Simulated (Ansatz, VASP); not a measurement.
# Te2Mo in VASP and in Ansatz

Contents of INCAR:

```
SYSTEM = Te2Mo
  ALGO = Normal
  EDIFF = 1E-6
  ENCUT = 520
  GGA = PE
  ISIF = 2
  ISMEAR = -1
  LASPH = .TRUE.
  LCHARG = .TRUE.
  LELF = .TRUE.
  LREAL = .FALSE.
  LVHAR = .TRUE.
  LWAVE = .FALSE.
  NBANDS = 35
  NELM = 80
  PREC = Accurate
  SIGMA = 0.1
```

File KPOINTS:

```
k-points
0
G
  5 5 1
  0 0 0
```

File POSCAR:

```
Te2Mo
1.0
    3.5182000000      0.0000000000      0.0000000000
   -1.7591000000      3.0468505800      0.0000000000
    0.0000000000      0.0000000000     13.9736000000
Te Mo
4 2
Direct
    0.3333333333      0.6666666667      0.6210000000
    0.6666666667      0.3333333333      0.1210000000
    0.3333333333      0.6666666667      0.8790000000
    0.6666666667      0.3333333333      0.3790000000
    0.3333333333      0.6666666667      0.2500000000
    0.6666666667      0.3333333333      0.7500000000
```

Input for Ansatz:

```yaml
crystal:
  lattice:
    - [3.5182, 0.0, 0.0]
    - [-1.7591, 3.04685058, 0.0]
    - [0.0, 0.0, 13.9736]
  atoms:
    - { symbol: Te, position: [0.3333333333333333, 0.6666666666666666, 0.621] }
    - { symbol: Te, position: [0.6666666666666666, 0.3333333333333333, 0.121] }
    - { symbol: Te, position: [0.3333333333333333, 0.6666666666666666, 0.879] }
    - { symbol: Te, position: [0.6666666666666666, 0.3333333333333333, 0.379] }
    - { symbol: Mo, position: [0.3333333333333333, 0.6666666666666666, 0.25] }
    - { symbol: Mo, position: [0.6666666666666666, 0.3333333333333333, 0.75] }
kpoints:
  mp_grid:
    grid: [5, 5, 1]
hamiltonian:
  xc: pbe
  pseudopotentials:
    kind: paw
scf:
  occupations:
    method: fermi_dirac
output:
  stress: true
```

Alike in both runs: task single point; functional PBE; k mesh 5 × 5 × 1; no spin polarisation.

|  | VASP | Ansatz |
| --- | --- | --- |
| version | VASP 6.6.1 | Ansatz 0.2.0 |
| potentials or method | VASP PAW PBE potentials, release 64 (Te, Mo_sv) | plane waves, PAW |
| plane-wave cutoff (eV) | 520 | 420 |
| occupations | fermi-dirac, width 0.1 eV | fermi-dirac |
| valence electrons in the cell | 52 | 92 |

|  | VASP | Ansatz | Ansatz less VASP |
| --- | --- | --- | --- |
| pressure (GPa) | 3.1 | 3.1 | +0.03 |
| traceless stress, the component that is largest in VASP (GPa) | 0.59 | 0.54 | -0.050 |

VASP's potentials hold 52 valence electrons a cell and Ansatz's 92, so a difference there can come from the potentials and not from the codes.

The k mesh is coarse, so the values compare programs but aren't converged. Neither program's run includes spin-orbit coupling.
